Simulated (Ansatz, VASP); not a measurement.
**AlFe: VASP beside Ansatz**

File INCAR:

```
PREC = Accurate ; ENCUT = 520
EDIFF = 1E-6 ; ISMEAR = -1
SIGMA = 0.05 ; LREAL = F
LASPH = T ; NELM = 150
ALGO = Normal ; ISIF = 2
LWAVE = F ; LCHARG = F
ISPIN = 2 ; MAGMOM = 1.5 0
LORBIT = 11 ; NUPDOWN = 1.5
LMAXMIX = 4 ; GGA = PS
NBANDS = 16
```

Contents of KPOINTS:

```
regular mesh
0
Gamma
  8 8 8
```

The input POSCAR:

```
AlFe
1.0
    2.9100000000      0.0000000000      0.0000000000
    0.0000000000      2.9100000000      0.0000000000
    0.0000000000      0.0000000000      2.9100000000
Fe Al
1 1
Direct
    0.5000000000      0.5000000000      0.5000000000
    0.0000000000      0.0000000000      0.0000000000
```

input.yaml

```yaml
crystal:
  lattice:
    - [2.91, 0.0, 0.0]
    - [0.0, 2.91, 0.0]
    - [0.0, 0.0, 2.91]
  atoms:
    - { symbol: Fe, position: [0.5, 0.5, 0.5], spin: 1.5 }
    - { symbol: Al, position: [0.0, 0.0, 0.0] }
hamiltonian:
  xc: pbesol
  pseudopotentials: { kind: paw }
magnetization:
  spin_polarized: true
  initial_magnetization: 1.5
  spin_locking: { lock_magnetization: hard }
kpoints:
  mp_grid: { grid: [8, 8, 8] }
scf:
  occupations: { method: fermi_dirac, width: 0.05 }
  lower_state_search: "off"
output:
  forces: true
  stress: true
  eigenvalues: true
  write_density: true
  write_potential: true
  elf: true
  volumetric_format: npy
```

Alike in both runs: task single point; functional PBEsol; k mesh 8 × 8 × 8; occupations fermi-dirac, width 0.05 eV; collinear spin; fixed moment 1.5 μB.

|  | VASP | Ansatz |
| --- | --- | --- |
| version | VASP 6.6.1 | Ansatz 0.2.0 |
| potentials or method | VASP PAW PBE potentials, release 64 (Fe, Al) | Ansatz PAW |
| plane-wave cutoff (eV) | 520 | 420 |
| valence electrons in the cell | 11 | 19 |

|  | VASP | Ansatz | Ansatz less VASP |
| --- | --- | --- | --- |
| pressure (GPa) | -5.1 | -5.4 | -0.31 |
| net moment per atom (μB) | 0.75 | 0.75 | 0.000 |
| size of the moment on the site where the two differ most (μB) | 1.56 | 1.55 | -0.012 |

VASP's potentials were made for PBE, not for PBEsol. Site moments also hang on the region over which each program counts them. VASP's potentials hold 11 valence electrons a cell and Ansatz's 19, so a difference there can come from the potentials and not from the codes.
